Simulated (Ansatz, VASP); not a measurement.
# Ir in VASP and in Ansatz

```xyz
1
Lattice="-1.5555 1.5555 1.5555 1.5555 -1.5555 1.5555 1.5555 1.5555 -1.5555" Properties=species:S:1:pos:R:3 pbc="T T T"
Ir    0.0000    0.0000    0.0000
```

Alike in both runs: task single point; functional PBE; k mesh 10 × 10 × 10; occupations gaussian, width 0.05 eV; no spin polarisation.

|  | VASP | Ansatz |
| --- | --- | --- |
| version | VASP 6.6.1 | Ansatz 0.2.0 |
| potentials or method | VASP PAW PBE potentials, release 64 (Ir), cutoff 500 eV | scalar-relativistic, plane waves, PAW |
| valence electrons in the cell | 9 | 17 |

|  | VASP | Ansatz | Ansatz less VASP |
| --- | --- | --- | --- |
| gap on the k mesh at the Fermi level (eV) | none | none | - |
| pressure (GPa) | 0.2 | -0.4 | -0.52 |

A gap of «none» marks a metal or a gap that the smearing closes. VASP's potentials hold 9 valence electrons a cell and Ansatz's 17, so a difference there can come from the potentials and not from the codes.

Neither program's run includes spin-orbit coupling.
